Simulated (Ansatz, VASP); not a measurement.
## One calculation of RuF2, two programs

```
CELL_PARAMETERS angstrom
0.00000 3.24938 3.24938
3.24938 0.00000 3.24938
3.24938 3.24938 0.00000
ATOMIC_POSITIONS crystal
Ru 0.00000 0.00000 0.00000
Ru 0.25000 0.25000 0.25000
F 0.62500 0.62500 0.62500
F 0.12500 0.62500 0.62500
F 0.62500 0.62500 0.12500
F 0.62500 0.12500 0.62500
```

Alike in both runs: task single point; functional PBE; k mesh 6 × 6 × 6; occupations gaussian, width 0.1 eV; collinear spin.

|  | VASP | Ansatz |
| --- | --- | --- |
| version | VASP 6.6.1 | Ansatz 0.2.0 |
| potentials or method | VASP PAW PBE potentials, release 64 (Ru_pv, F), cutoff 520 eV | scalar-relativistic, plane waves, PAW |
| valence electrons in the cell | 56 | 60 |

```csv
,VASP,Ansatz,Ansatz less VASP
gap on the k mesh at the Fermi level (eV),none,none,-
pressure (GPa),-0.2,0.1,+0.26
net moment per atom (μB),1.01,1.01,0.000
size of the moment on the site where the two differ most (μB),2.81,2.70,-0.109
```

Site moments also hang on the region over which each program counts them. A gap of «none» marks a metal or a gap that the smearing closes. The functional is the same, so the differences come from potentials, cutoffs and numerics. VASP's potentials hold 56 valence electrons a cell and Ansatz's 60, so a difference there can come from the potentials and not from the codes.
